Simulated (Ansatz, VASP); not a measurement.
# Al in VASP and in Ansatz

```
CELL_PARAMETERS angstrom
-1.62243 1.62243 1.62243
1.62243 -1.62243 1.62243
1.62243 1.62243 -1.62243
ATOMIC_POSITIONS crystal
Al 0.00000 0.00000 0.00000
```

Change from the starting cell: volume scaled by 1.06.

Alike in both runs: task single point; functional LDA; k mesh 12 × 12 × 12; occupations fermi-dirac, width 0.05 eV; no spin polarisation.

```csv
,VASP,Ansatz
version,VASP 6.6.1,Ansatz 0.2.0
potentials or method,"VASP PAW LDA potentials, release 64 (Al), cutoff 520 eV","all-electron LAPW, scalar-relativistic"
```

```tsv
	VASP	Ansatz	Ansatz less VASP
gap on the k mesh at the Fermi level (eV)	none	none	-
pressure (GPa)	-3.4	-3.4	-0.01
```

LDA's correlation is that of Perdew and Zunger in VASP and of Perdew and Wang (1992) in Ansatz. A gap of «none» marks a metal or a gap that the smearing closes. Ansatz ran all-electron here, and VASP with PAW potentials.
